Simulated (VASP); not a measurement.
# GaN (P6_3mc) in VASP: further runs

Runs on GaN. Level: r2SCAN. Tasks: single point.

Program: VASP 6.6.1. These are calculated values, not measurements. Logs are shortened: lines on timing, memory, paths and dates and some standing lists are left out, and cuts for length are marked.

## 1. The cell of the first run

The structure is hexagonal, space group P6_3mc (No. 186). Conventional cell: a = 3.135 Å, b = 3.135 Å, c = 5.106 Å, α = 90.00°, β = 90.00°, γ = 120.00°. Within 2.5 Å of Ga (site symmetry 3m) lie 4 N at 1.92 Å. Within 2.5 Å of N (site symmetry 3m) lie 4 Ga at 1.92 Å.

## 2. Single point, r2SCAN (strain -0.015 along x and y, -0.015 along z)

File POSCAR:

```
GaN
1.0
    3.1353519534      0.0000000000      0.0000000000
   -1.5676759767      2.7152944415      0.0000000000
    0.0000000000      0.0000000000      5.1058422989
Ga N
2 2
Direct
    0.3333333333      0.6666666667      0.9991101046
    0.6666666667      0.3333333333      0.4991101046
    0.3333333333      0.6666666667      0.3758898954
    0.6666666667      0.3333333333      0.8758898954
```

File INCAR.step1:

```
ALGO     = Normal         # electronic algorithm
EDIFF    = 1E-4           # SCF threshold, eV
ENCUT    = 520            # plane-wave cutoff, eV
GGA      = PE             # functional
ISMEAR   = 0              # smearing method
LASPH    = T              # aspherical terms in the spheres
LCHARG   = F              # write CHGCAR
LREAL    = F              # projectors in reciprocal space
LWAVE    = T              # write WAVECAR
NBANDS   = 26             # bands
NELM     = 80             # most SCF steps
PREC     = Accurate       # precision mode
SIGMA    = 0.05           # smearing width, eV
```

File INCAR.step2:

```
ALGO     = Normal         # electronic algorithm
EDIFF    = 1E-7           # SCF threshold, eV
ENCUT    = 520            # plane-wave cutoff, eV
ISIF     = 2              # what is computed and relaxed
ISMEAR   = 0              # smearing method
ISTART   = 1            
LASPH    = T              # aspherical terms in the spheres
LCHARG   = F              # write CHGCAR
LMIXTAU  = T            
LREAL    = F              # projectors in reciprocal space
LWAVE    = F              # write WAVECAR
METAGGA  = R2SCAN         # meta-GGA
NBANDS   = 26             # bands
NELM     = 80             # most SCF steps
PREC     = Accurate       # precision mode
SIGMA    = 0.05           # smearing width, eV
```

File KPOINTS:

```
k-points
0
Gamma
  12 12 6
```

Potentials or basis: VASP PAW PBE potentials, release 64 (Ga_d, N).

Run with:

```console
> cat potpaw_PBE.64/Ga_d/POTCAR potpaw_PBE.64/N/POTCAR > POTCAR
> cp INCAR.step1 INCAR
> mpirun -np 1 vasp_std > vasp.out
> cp INCAR.step2 INCAR
> mpirun -np 1 vasp_std > vasp.out
```

OUTCAR:

```text
EDIFF = 1E-7
   ENCUT = 520
   ISIF = 2
   ISMEAR = 0
   ISTART = 1
   LASPH = T
   LREAL = F
   METAGGA = R2SCAN
   NELM = 80
   PREC = Accurate

 ion  position               nearest neighbor table
   1  0.333  0.667  0.999-   4 1.92   4 1.92   4 1.92   3 1.92
   2  0.667  0.333  0.499-   3 1.92   3 1.92   3 1.92   4 1.92
   3  0.333  0.667  0.376-   2 1.92   2 1.92   2 1.92   1 1.92
   4  0.667  0.333  0.876-   1 1.92   1 1.92   1 1.92   2 1.92

  LATTYP: Found a hexagonal cell.
 ALAT       =     3.1353519534
 C/A-ratio  =     1.6284750085

  Lattice vectors:

 A1 = (   3.1353519534,   0.0000000000,   0.0000000000)
 A2 = (  -1.5676759767,   2.7152944415,   0.0000000000)
 A3 = (   0.0000000000,   0.0000000000,   5.1058422989)

Analysis of symmetry for initial positions (statically):
=====================================================================
 Subroutine PRICEL returns:
 Original cell was already a primitive cell.

 Routine SETGRP: Setting up the symmetry group for a
 hexagonal supercell.

 Subroutine GETGRP returns: Found 12 space group operations
 (whereof  6 operations were pure point group operations)
 out of a pool of 24 trial point group operations.

The static configuration has the point symmetry C_3v.
 The point group associated with its full space group is C_6v.

Analysis of symmetry for dynamics (positions and initial velocities):
=====================================================================
 Subroutine PRICEL returns:
 Original cell was already a primitive cell.

 Routine SETGRP: Setting up the symmetry group for a
 hexagonal supercell.

 Subroutine GETGRP returns: Found 12 space group operations
 (whereof  6 operations were pure point group operations)
 out of a pool of 24 trial point group operations.

The dynamic configuration has the point symmetry C_3v.
 The point group associated with its full space group is C_6v.

 Subroutine INISYM returns: Found 12 space group operations
 (whereof  6 operations are pure point group operations),
 and found     1 'primitive' translations

----------------------------------------------------------------------------------------

                                     Primitive cell

  volume of cell :      43.4681

  direct lattice vectors                    reciprocal lattice vectors
     3.135351953  0.000000000  0.000000000     0.318943460  0.184142092  0.000000000
    -1.567675977  2.715294442  0.000000000     0.000000000  0.368284185  0.000000000
     0.000000000  0.000000000  5.105842299     0.000000000  0.000000000  0.195854071

  length of vectors
     3.135351953  3.135351953  5.105842299     0.368284185  0.368284185  0.195854071

  position of ions in fractional coordinates (direct lattice)
     0.333333333  0.666666667  0.999110105
     0.666666667  0.333333333  0.499110105
     0.333333333  0.666666667  0.375889895
     0.666666667  0.333333333  0.875889895

  ion indices of the primitive-cell ions
   primitive index   ion index
                 1           1
                 2           2
                 3           3
                 4           4

----------------------------------------------------------------------------------------

 KPOINTS: k-points

Automatic generation of k-mesh.
 Grid dimensions read from file:
 generate k-points for:   12   12    6

 Generating k-lattice:

  Cartesian coordinates                     Fractional coordinates (reciprocal lattice)
     0.026578622  0.015345174  0.000000000     0.083333333  0.000000000  0.000000000
     0.000000000  0.030690349  0.000000000     0.000000000  0.083333333  0.000000000
     0.000000000  0.000000000  0.032642345     0.000000000  0.000000000  0.166666667

  Length of vectors
     0.030690349  0.030690349  0.032642345

  Shift w.r.t. Gamma in fractional coordinates (k-lattice)
     0.000000000  0.000000000  0.000000000

 Subroutine IBZKPT returns following result:
 ===========================================

 Found     76 irreducible k-points:

 Following reciprocal coordinates:
            Coordinates               Weight
  0.000000  0.000000  0.000000      1.000000
  0.083333  0.000000  0.000000      6.000000
  0.166667  0.000000  0.000000      6.000000
  0.250000  0.000000  0.000000      6.000000
  0.333333  0.000000  0.000000      6.000000
  0.416667  0.000000  0.000000      6.000000
[... 16 lines left out ...]
  0.250000  0.000000  0.166667     12.000000
  0.333333  0.000000  0.166667     12.000000
 [... further k-points ...]
   k-points           NKPTS =     76   k-points in BZ     NKDIM =     76   number of bands    NBANDS=     26
   number of dos      NEDOS =    301   number of ions     NIONS =      4
   total plane-waves  NPLWV =  23040
   dimension x,y,z NGX =    24 NGY =   24 NGZ =   40
   dimension x,y,z NGXF=    48 NGYF=   48 NGZF=   80
   ions per type =               2   2
   NGX,Y,Z   is equivalent  to a cutoff of  12.73, 12.73, 13.02 a.u.
   NGXF,Y,Z  is equivalent  to a cutoff of  25.45, 25.45, 26.05 a.u.
 SYSTEM =  unknown system
   PREC   = accura    normal or accurate (medium, high low for compatibility)
   ISTART =      1    job   : 0-new  1-cont  2-samecut
   ICHARG =      0    charge: 1-file 2-atom 10-const
   ISPIN  =      1    spin polarized calculation?
   LNONCOLLINEAR =      F non collinear calculations
   LSORBIT =      F    spin-orbit coupling
   LASPH  =      T    aspherical Exc in radial PAW
   ENCUT  =  520.0 eV  38.22 Ry    6.18 a.u.   5.83  5.83  9.49*2*pi/ulx,y,z
   NELM   =     80;   NELMIN=  2; NELMDL=  0     # of ELM steps
   EDIFF  = 0.1E-06   stopping-criterion for ELM
   LREAL  =      F    real-space projection
   EDIFFG = 0.1E-05   stopping-criterion for IOM
   NSW    =      0    number of steps for IOM
   IBRION =     -1    ionic relax: 0-MD 1-quasi-New 2-CG
   NFREE  =      0    steps in history (QN), initial steepest desc. (CG)
   ISIF   =      2    stress and relaxation
   ISYM   =      2    0-nonsym 1-usesym 2-fastsym
   POTIM  = 0.5000    time-step for ionic-motion
   TEBEG  =    0.0;   TEEND  =   0.0 temperature during run
   PSTRESS=    0.0 pullay stress
   NELECT =      36.0000    total number of electrons
   NUPDOWN=      -1.0000    fix difference up-down
   EMIN   =  10.00;   EMAX   =-10.00  energy-range for DOS
   EFERMI =   0.00;   METHOD = LEGACY
   ISMEAR =     0;   SIGMA  =   0.05  broadening in eV -4-tet -1-fermi 0-gaus
   EFERMI_NEDOS =   21; number of points for ismear=-14 and -15
   IALGO  =     38    algorithm
   IMIX   =      4    mixing-type and parameters
     AMIX     =   0.40;   BMIX     =  1.00
     AMIX_MAG =   1.60;   BMIX_MAG =  1.00
  volume/ion in A,a.u.               =      10.87        73.33
  Fermi-wavevector in a.u.,A,eV,Ry     =   1.537395  2.905255 32.158503  2.363583
  Thomas-Fermi vector in A             =   2.643910
   LORBIT       =      0    0 simple, 1 ext, 2 COOP (PROOUT), +10 PAW based schemes
   METAGGA = R2SCAN    functional components
   LHFCALC =     F    Hartree Fock is set to
   AEXX    =    0.0000 exact exchange contribution
   IVDW    =     0    specifies the selected vdW correction
   LEPSILON=     F    determine dielectric tensor
   LRPA    =     F    only Hartree local field effects (RPA)
 non-spin polarized calculation
 Gauss-broadening in eV      SIGMA  =   0.05
  energy-cutoff  :      520.00
  volume of cell :       43.47
 maximum number of plane-waves:      1188
 NGX is ok and might be reduce to    24
   NGX = 11   NGY = 11   NGZ = 19

 number of electron      36.0000036 magnetization

 Free energy of the ion-electron system (eV)
  ---------------------------------------------------
  ext. energy  EPLUGINS =         0.00000000
  ---------------------------------------------------
  free energy    TOTEN  =       -43.74489389 eV

  energy without entropy =      -43.74489389  energy(sigma->0) =      -43.74489389

 E-fermi :   5.8822     XC(G=0): -12.9341

 val. band max:        5.6093053341   @ k =   0.0000   0.0000   0.0000
 cond. band min:       8.2676557994   @ k =   0.0000   0.0000   0.0000
 fundamental gap:      2.6583504653
 Fermi energy:         5.8822273364

 k-point     1 :       0.0000    0.0000    0.0000
  band No.  band energies     occupation
      1     -11.6091      2.00000
      2     -10.4640      2.00000
      3      -8.2614      2.00000
      4      -8.2438      2.00000
      5      -8.2438      2.00000
      6      -8.1653      2.00000
[... 18 lines left out ...]
     25      18.4504      0.00000
     26      18.4505      0.00000

 k-point     2 :       0.0833    0.0000    0.0000
  band No.  band energies     occupation
      1     -11.5338      2.00000
      2     -10.4402      2.00000
      3      -8.2547      2.00000
      4      -8.2317      2.00000
      5      -8.2211      2.00000
      6      -8.1559      2.00000
[... 18 lines left out ...]
     25      18.0839      0.00000
     26      18.6256      0.00000

 k-point     3 :       0.1667    0.0000    0.0000
  band No.  band energies     occupation
      1     -11.3249      2.00000
      2     -10.3802      2.00000
      3      -8.2266      2.00000
      4      -8.2019      2.00000
      5      -8.1602      2.00000
      6      -8.1180      2.00000
[... 18 lines left out ...]
     25      18.1173      0.00000
     26      19.0221      0.00000

 k-point     4 :       0.2500    0.0000    0.0000
  band No.  band energies     occupation
      1     -11.0363      2.00000
      2     -10.3106      2.00000
      3      -8.1953      2.00000
      4      -8.1707      2.00000
      5      -8.0948      2.00000
      6      -8.0429      2.00000
[... 18 lines left out ...]
     25      18.0619      0.00000
     26      19.5673      0.00000
[... 496 lines left out ...]
      1     -11.2462      2.00000
      2     -10.4191      2.00000
      3      -8.2209      2.00000
      4      -8.1974      2.00000
      5      -8.1562      2.00000
      6      -8.1169      2.00000
[... 18 lines left out ...]
     25      17.7107      0.00000
     26      18.7845      0.00000

 k-point    23 :       0.2500    0.0000    0.1667
  band No.  band energies     occupation
      1     -10.9703      2.00000
      2     -10.3367      2.00000
      3      -8.1946      2.00000
      4      -8.1629      2.00000
      5      -8.1087      2.00000
      6      -8.0520      2.00000
[... 18 lines left out ...]
     25      17.8162      0.00000
     26      19.3846      0.00000

 k-point    24 :       0.3333    0.0000    0.1667
  band No.  band energies     occupation
      1     -10.7026      2.00000
      2     -10.2714      2.00000
      3      -8.1823      2.00000
      4      -8.1409      2.00000
      5      -8.0708      2.00000
      6      -7.9936      2.00000
[... 18 lines left out ...]
     25      18.0402      0.00000
     26      19.9711      0.00000

 [... further k-points ...]

------------------------ aborting loop because EDIFF is reached ----------------------------------------

  FORCE on cell =-STRESS in cart. coord.  units (eV):
  Direction    XX          YY          ZZ          XY          YZ          ZX
  --------------------------------------------------------------------------------------
  -------------------------------------------------------------------------------------
  Total        3.0345457      3.0345457      2.9625072      0.0000000      0.0000000      0.0000000
  in kB      111.8493946    111.8493946    109.1941506      0.0000000      0.0000000      0.0000000
  external PRESSURE =     110.9643133 kB  Pullay stress =       0.0000000 kB

 VOLUME and BASIS-vectors are now :
 -----------------------------------------------------------------------------
  energy-cutoff  :      520.00
  volume of cell :       43.47
      direct lattice vectors                 reciprocal lattice vectors
     3.135351953  0.000000000  0.000000000     0.318943460  0.184142092  0.000000000
    -1.567675977  2.715294442  0.000000000     0.000000000  0.368284185  0.000000000
     0.000000000  0.000000000  5.105842299     0.000000000  0.000000000  0.195854071

 POSITION                                       TOTAL-FORCE (eV/Angst)
 -----------------------------------------------------------------------------------
     -0.00000      1.81020      5.10130         0.000000      0.000000      0.012921
      1.56768      0.90510      2.54838        -0.000000     -0.000000      0.012921
     -0.00000      1.81020      1.91923         0.000000      0.000000     -0.012921
      1.56768      0.90510      4.47216         0.000000      0.000000     -0.012921
 -----------------------------------------------------------------------------------
    total drift:                                0.000002      0.000003      0.031603

  FREE ENERGIE OF THE ION-ELECTRON SYSTEM (eV)
  ---------------------------------------------------
  free  energy   TOTEN  =       -43.7448938920 eV

  energy  without entropy=      -43.7448938920  energy(sigma->0) =      -43.74489389
```

Run time: 2.8 min. Hardware: 1 thread of AMD EPYC 9R45 (Zen 5), shared host; peak memory 0.18 GiB.

Results:

```yaml
Free_energy: -43.7449 eV
Pressure: 11.1 GPa
Largest_force: 0.013 eV/Å
Band_gap_on_the_k_mesh: 2.66 eV
```

Forces in eV/Å, atoms in the order of the input:
```
Ga   0.000  0.000  0.013
Ga   0.000  0.000  0.013
N    0.000  0.000 -0.013
N    0.000  0.000 -0.013
```

Stress tensor (GPa, compression positive):
```
11.18  0.00  0.00
 0.00 11.18  0.00
 0.00  0.00 10.92
```

Levels at points of the mesh, in eV from the valence-band top:
| k point | band 14 | band 15 | band 16 | band 17 | band 18 | band 19 | band 20 | band 21 | band 22 | band 23 |
| --- | --- | --- | --- | --- | --- | --- | --- | --- | --- | --- |
| (0.00, 0.00, 0.00) | -1.13 | -1.13 | -0.04 | 0.00 | 0.00 | 2.66 | 5.13 | 10.24 | 10.86 | 10.86 |
| (0.50, 0.00, 0.00) | -5.57 | -4.51 | -3.00 | -2.38 | -1.09 | 5.72 | 6.37 | 6.72 | 9.75 | 11.31 |
| (0.00, 0.00, 0.50) | -4.02 | -0.58 | -0.58 | -0.58 | -0.58 | 5.07 | 5.07 | 9.44 | 9.44 | 11.38 |
| (0.50, 0.00, 0.50) | -6.98 | -2.13 | -2.13 | -2.05 | -2.05 | 5.04 | 5.04 | 8.71 | 8.71 | 11.07 |

Caveat: the cell differs from its parent crystal (strain -0.015 along x and y, -0.015 along z); the cell stands under pressure; the PAW data sets were made with another functional, which shifts forces and pressure a little.

## 3. Single point, r2SCAN (strain -0.030 along x and y, +0.030 along z)

File POSCAR:

```
GaN
1.0
    3.0876054770      0.0000000000      0.0000000000
   -1.5438027385      2.6739447799      0.0000000000
    0.0000000000      0.0000000000      5.3391041298
Ga N
2 2
Direct
    0.3333333333      0.6666666667      0.9991101046
    0.6666666667      0.3333333333      0.4991101046
    0.3333333333      0.6666666667      0.3758898954
    0.6666666667      0.3333333333      0.8758898954
```

File INCAR.step1:

```
ALGO = Normal ; EDIFF = 1E-4
ENCUT = 520 ; GGA = PE
ISMEAR = 0 ; LASPH = T
LCHARG = F ; LREAL = F
LWAVE = T ; NBANDS = 26
NELM = 80 ; PREC = Accurate
SIGMA = 0.05
```

File INCAR.step2:

```
ALGO = Normal ; EDIFF = 1E-7
ENCUT = 520 ; ISIF = 2
ISMEAR = 0 ; ISTART = 1
LASPH = T ; LCHARG = F
LMIXTAU = T ; LREAL = F
LWAVE = F ; METAGGA = R2SCAN
NBANDS = 26 ; NELM = 80
PREC = Accurate ; SIGMA = 0.05
```

KPOINTS is that of step 2.

Potentials or basis: VASP PAW PBE potentials, release 64 (Ga_d, N).

Run with:

```console
> cat potpaw_PBE.64/Ga_d/POTCAR potpaw_PBE.64/N/POTCAR > POTCAR
> cp INCAR.step1 INCAR
> mpirun -np 1 vasp_std > vasp.out
> cp INCAR.step2 INCAR
> mpirun -np 1 vasp_std > vasp.out
```

Run time: 2.7 min. Hardware: 1 thread of AMD EPYC 9R45 (Zen 5), shared host; peak memory 0.19 GiB.

It converged, with:

```yaml
Free_energy: -43.6391 eV
Pressure: 8.9 GPa
Largest_force: 0.607 eV/Å
Band_gap_on_the_k_mesh: 2.29 eV
```

Forces on the atoms (eV/Å):
```
Ga   0.000  0.000  0.607
Ga   0.000  0.000  0.607
N    0.000  0.000 -0.607
N    0.000  0.000 -0.607
```

Stress tensor (GPa, compression positive):
```
17.33  0.00  0.00
 0.00 17.33  0.00
 0.00  0.00 -7.97
```

Levels at points of the mesh, in eV from the valence-band top:
| k point | band 14 | band 15 | band 16 | band 17 | band 18 | band 19 | band 20 | band 21 | band 22 | band 23 |
| --- | --- | --- | --- | --- | --- | --- | --- | --- | --- | --- |
| (0.00, 0.00, 0.00) | -0.90 | -0.90 | -0.30 | 0.00 | 0.00 | 2.29 | 5.54 | 9.64 | 10.63 | 11.28 |
| (0.50, 0.00, 0.00) | -5.85 | -4.44 | -2.78 | -2.38 | -1.22 | 6.00 | 6.04 | 6.26 | 9.21 | 10.86 |
| (0.00, 0.00, 0.50) | -4.37 | -0.46 | -0.46 | -0.46 | -0.46 | 5.08 | 5.08 | 8.99 | 8.99 | 11.78 |
| (0.50, 0.00, 0.50) | -6.98 | -2.30 | -2.30 | -2.06 | -2.06 | 4.74 | 4.74 | 8.44 | 8.44 | 10.79 |

Caveat: the cell differs from its parent crystal (strain -0.030 along x and y, +0.030 along z); the stress differs along the axes, from -8 to 17 GPa; the PAW data sets were made with another functional, which shifts forces and pressure a little.
